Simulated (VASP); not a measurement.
# Y (Im-3m) in VASP: a series of runs, part 2 of 2

VASP 6.6.1.

### Step 3. Single point, PBE

File INCAR:

```
SYSTEM = Y
ALGO = Normal ; EDIFF = 1E-7
ENCUT = 520 ; GGA = PE
ISIF = 2 ; ISMEAR = -1
LASPH = .True. ; LCHARG = .False.
LREAL = .False. ; LWAVE = .False.
NBANDS = 12 ; NELM = 60
PREC = Accurate ; SIGMA = 0.05
```

File KPOINTS:

```
k-points
0
Gamma
  17 17 17
  0 0 0
```

File POSCAR:

```
Y
1.0
   -1.5868358619      1.5868358619      1.5868358619
    1.5868358619     -1.5868358619      1.5868358619
    1.5868358619      1.5868358619     -1.5868358619
Y
1
Direct
    0.0000000000      0.0000000000      0.0000000000
```

Potentials or basis: VASP PAW PBE potentials, release 64 (Y_sv).

Launch:

```sh
cat potpaw_PBE.64/Y_sv/POTCAR > POTCAR
mpirun -np 1 vasp_std > vasp.out
```

OUTCAR:

```text
SYSTEM = Y
   EDIFF = 1E-7
   ENCUT = 520
   GGA = PE
   ISIF = 2
   ISMEAR = -1
   LASPH = .True.
   LREAL = .False.
   NELM = 60
   PREC = Accurate

 ion  position               nearest neighbor table
   1  0.000  0.000  0.000-

  LATTYP: Found a body centered cubic cell.
 ALAT       =     3.1736717238

  Lattice vectors:

 A1 = (  -1.5868358619,   1.5868358619,   1.5868358619)
 A2 = (   1.5868358619,  -1.5868358619,   1.5868358619)
 A3 = (   1.5868358619,   1.5868358619,  -1.5868358619)

Analysis of symmetry for initial positions (statically):
=====================================================================
 Subroutine PRICEL returns:
 Original cell was already a primitive cell.

 Routine SETGRP: Setting up the symmetry group for a
 body centered cubic supercell.

 Subroutine GETGRP returns: Found 48 space group operations
 (whereof 48 operations were pure point group operations)
 out of a pool of 48 trial point group operations.

The static configuration has the point symmetry O_h .

Analysis of symmetry for dynamics (positions and initial velocities):
=====================================================================
 Subroutine PRICEL returns:
 Original cell was already a primitive cell.

 Routine SETGRP: Setting up the symmetry group for a
 body centered cubic supercell.

 Subroutine GETGRP returns: Found 48 space group operations
 (whereof 48 operations were pure point group operations)
 out of a pool of 48 trial point group operations.

The dynamic configuration has the point symmetry O_h .

 Subroutine INISYM returns: Found 48 space group operations
 (whereof 48 operations are pure point group operations),
 and found     1 'primitive' translations

----------------------------------------------------------------------------------------

                                     Primitive cell
[... 107 lines left out ...]
   IMIX   =      4    mixing-type and parameters
     AMIX     =   0.40;   BMIX     =  1.00
     AMIX_MAG =   1.60;   BMIX_MAG =  1.00
  volume/ion in A,a.u.               =      15.98       107.86
  Fermi-wavevector in a.u.,A,eV,Ry     =   1.445397  2.731404 28.424905  2.089172
  Thomas-Fermi vector in A             =   2.563583
   LORBIT       =      0    0 simple, 1 ext, 2 COOP (PROOUT), +10 PAW based schemes
   GGA     = PE    functional components
   LHFCALC =     F    Hartree Fock is set to
   AEXX    =    0.0000 exact exchange contribution
   IVDW    =     0    specifies the selected vdW correction
   LEPSILON=     F    determine dielectric tensor
   LRPA    =     F    only Hartree local field effects (RPA)
 non-spin polarized calculation
  energy-cutoff  :      520.00
  volume of cell :       15.98
 maximum number of plane-waves:       444
   NGX = 11   NGY = 11   NGZ = 11

 number of electron      10.9999999 magnetization

 Free energy of the ion-electron system (eV)
  ---------------------------------------------------
  ext. energy  EPLUGINS =         0.00000000
  ---------------------------------------------------
  free energy    TOTEN  =        -3.71309554 eV

  energy without entropy =       -3.69872960  energy(sigma->0) =       -3.70591257

 E-fermi :   7.3679     XC(G=0): -12.6745

 val. band max:        7.3669554767   @ k =   0.2353   0.1765   0.1176
 cond. band min:       7.3761085711   @ k =  -0.3529   0.4706   0.0588
 fundamental gap:      0.0091530943
 Fermi energy:         7.3678927030

 k-point     1 :       0.0000    0.0000    0.0000
  band No.  band energies     occupation
      1     -34.8645      2.00000
      2     -12.4717      2.00000
      3     -12.4717      2.00000
      4     -12.4717      2.00000
      5       3.1630      2.00000
      6       9.8160      0.00000
      7       9.8160      0.00000
      8       9.8160      0.00000
      9      13.6108      0.00000
     10      13.6108      0.00000
     11      20.5044      0.00000
     12      20.5044      0.00000
[... 331 lines left out ...]
 k-point    24 :       0.1765    0.1765    0.0000
  band No.  band energies     occupation
      1     -34.1867      2.00000
      2     -15.2140      2.00000
      3     -13.4161      2.00000
      4     -12.7879      2.00000
      5       6.0241      2.00000
      6       7.5888      0.02381
      7       8.6755      0.00000
      8      12.2909      0.00000
      9      15.0554      0.00000
     10      15.5416      0.00000
     11      23.5508      0.00000
     12      24.1951      0.00000

 [... further k-points ...]
[... 5 lines left out ...]
  --------------------------------------------------------------------------------------
  -------------------------------------------------------------------------------------
  Total        8.0801030      8.0801030      8.0801030      0.0000000      0.0000000     -0.0000000
  in kB      809.9747305    809.9747305    809.9747305      0.0000000      0.0000000     -0.0000000
  external PRESSURE =     809.9747305 kB  Pullay stress =       0.0000000 kB

 VOLUME and BASIS-vectors are now :
 -----------------------------------------------------------------------------
  energy-cutoff  :      520.00
  volume of cell :       15.98
      direct lattice vectors                 reciprocal lattice vectors
    -1.586835862  1.586835862  1.586835862     0.000000000  0.315092450  0.315092450
     1.586835862 -1.586835862  1.586835862     0.315092450  0.000000000  0.315092450
     1.586835862  1.586835862 -1.586835862     0.315092450  0.315092450  0.000000000

 POSITION                                       TOTAL-FORCE (eV/Angst)
 -----------------------------------------------------------------------------------
      0.00000      0.00000      0.00000         0.000000     -0.000000      0.000000
 -----------------------------------------------------------------------------------
    total drift:                                0.000000      0.000000      0.000000

  FREE ENERGIE OF THE ION-ELECTRON SYSTEM (eV)
  ---------------------------------------------------
  free  energy   TOTEN  =        -3.7130955360 eV

  energy  without entropy=       -3.6987296015  energy(sigma->0) =       -3.70591257
```

Run time: 27 s. Hardware: 1 thread of Intel Xeon Platinum 8259CL at 2.50GHz (Skylake/Cascade Lake), shared host; peak memory 0.16 GiB.

What came out:

| Item | Value |
| --- | --- |
| Free energy | -3.7131 eV |
| Pressure | 81.0 GPa |

### Step 4. Relaxation of cell and atoms, PBE, target pressure 81 GPa, at which the enthalpy is minimised

This run uses another cell than the first one, of 15.94 Å³/atom, 0.997 times its volume.

File INCAR:

```
PREC = Accurate
ENCUT = 600
EDIFF = 1E-7
ISMEAR = -1
SIGMA = 0.05
LREAL = False
LASPH = True
NELM = 80
ALGO = Normal
ISIF = 3
LWAVE = False
LCHARG = False
GGA = PE
IBRION = 2
NSW = 60
EDIFFG = -0.005
PSTRESS = 810.0
```

File KPOINTS:

```
regular mesh
0
Gamma
  17 17 17
```

File POSCAR:

```
Y
1.0
   -1.5853998393      1.5853998393      1.5853998393
    1.5853998393     -1.5853998393      1.5853998393
    1.5853998393      1.5853998393     -1.5853998393
Y
1
Direct
    0.0000000000      0.0000000000      0.0000000000
```

Launch:

```sh
cat potpaw_PBE.64/Y_sv/POTCAR > POTCAR
mpirun -np 1 vasp_std > vasp.out
```

It took 47 s on 1 thread of Intel Xeon Platinum 8259CL at 2.50GHz (Skylake/Cascade Lake), shared host; peak memory 0.19 GiB.

Results (log left out):

```
Free energy                                            : -3.7136 eV
Relaxed volume                                         : 15.98 Å³/atom
Relaxed cell                                           : a = 2.749 Å, b = 2.749 Å, c = 2.749 Å, α = 109.47°, β = 109.47°, γ = 109.47°
Space group after relaxing (to 0.05 Å)                 : Im-3m (No. 229)
Energy change on relaxing (the enthalpy is what falls) : -22.3 meV/atom
Ionic steps                                            : 3
Pressure after relaxing                                : 81.0 GPa
```

Step by step:
| step | energy change (eV) | largest force (eV/Å) | pressure (GPa) | volume (Å³) |
| --- | --- | --- | --- | --- |
| 1 | 0.0000 | 0.0000 | 81.65 | 15.94 |
| 2 | -0.0749 | 0.0000 | 79.52 | 16.09 |
| 3 | -0.0223 | 0.0000 | 81.03 | 15.98 |

Final structure:
```xyz
1
Lattice="-1.5869 1.5869 1.5869 1.5869 -1.5869 1.5869 1.5869 1.5869 -1.5869" Properties=species:S:1:pos:R:3 pbc="T T T"
Y     0.0000    0.0000    0.0000
```

Levels at points of the mesh, in eV from the Fermi level:
| k point | band 3 | band 4 | band 5 | band 6 | band 7 | band 8 | band 9 |
| --- | --- | --- | --- | --- | --- | --- | --- |
| (0.00, 0.00, 0.00) | -19.84 | -19.84 | -4.20 | 2.45 | 2.45 | 2.45 | 6.24 |

Caveat: the cell is relaxed towards a set pressure, so the enthalpy falls and the energy may rise.

### Step 5. Relaxation of cell and atoms, PBE, target pressure 81 GPa, at which the enthalpy is minimised

File INCAR:

```
ALGO     = Normal         # electronic algorithm
EDIFF    = 1E-6           # SCF threshold, eV
EDIFFG   = -0.005         # ionic threshold
ENCUT    = 600            # plane-wave cutoff, eV
GGA      = PE             # functional
IBRION   = 2              # ionic algorithm
ISIF     = 3              # what is computed and relaxed
ISMEAR   = -1             # smearing method
LASPH    = True           # aspherical terms in the spheres
LCHARG   = False          # write CHGCAR
LREAL    = False          # projectors in reciprocal space
LWAVE    = False          # write WAVECAR
NELM     = 80             # most SCF steps
NSW      = 32             # ionic steps
PREC     = Accurate       # precision mode
PSTRESS  = 810.0        
SIGMA    = 0.05           # smearing width, eV
```

File KPOINTS:

```
k-points
0
Gamma
  17 17 17
```

File POSCAR:

```
Y
1.0
   -1.5868358619      1.5868358619      1.5868358619
    1.5868358619     -1.5868358619      1.5868358619
    1.5868358619      1.5868358619     -1.5868358619
Y
1
Direct
    0.0000000000      0.0000000000      0.0000000000
```

Launch:

```sh
cat potpaw_PBE.64/Y_sv/POTCAR > POTCAR
mpirun -np 1 vasp_std > vasp.out
```

Run time: 17 s. Hardware: 1 thread of Intel Xeon Platinum 8259CL at 2.50GHz (Skylake/Cascade Lake), shared host; peak memory 0.19 GiB.

It converged, with:

```
Free energy             : -3.7134 eV
Pressure after relaxing : 81.0 GPa
```

Final structure:
```
Y
1.0
    -1.58684    1.58684    1.58684
     1.58684   -1.58684    1.58684
     1.58684    1.58684   -1.58684
Y
1
Direct
  0.00000 0.00000 0.00000
```

Levels at points of the mesh, in eV from the Fermi level:
| k point | band 3 | band 4 | band 5 | band 6 | band 7 | band 8 | band 9 |
| --- | --- | --- | --- | --- | --- | --- | --- |
| (0.00, 0.00, 0.00) | -19.84 | -19.84 | -4.20 | 2.45 | 2.45 | 2.45 | 6.24 |

Caveat: the relaxation stopped at its first step, so nothing moved; the cell is relaxed towards a set pressure, so the enthalpy falls and the energy may rise.

### Step 6. Overview

| task | cell | cutoff (eV) | gap on the mesh (eV) | pressure (GPa) |
| --- | --- | --- | --- | --- |
| single point | a = 2.748 Å, angles 109.5°, 1 atom | 520 | none | 81.0 |
| relaxation of cell and atoms | relaxed to 81 GPa from a = 2.746 Å, angles 109.5°, 1 atom | 600 | none | 81.0 |
| relaxation of cell and atoms | relaxed to 81 GPa from a = 2.748 Å, angles 109.5°, 1 atom | 600 | none | 81.0 |

Alike in all rows: level PBE; potentials or basis VASP PAW PBE potentials, release 64 (Y_sv); no spin polarisation; k mesh 17 × 17 × 17; smearing fermi-dirac 0.05 eV.

Caveats: the cell is relaxed towards a set pressure, so the enthalpy falls and the energy may rise (some runs); the relaxation stopped at its first step, so nothing moved (some runs).

Absolute energies hang on the potentials; compare differences alone.
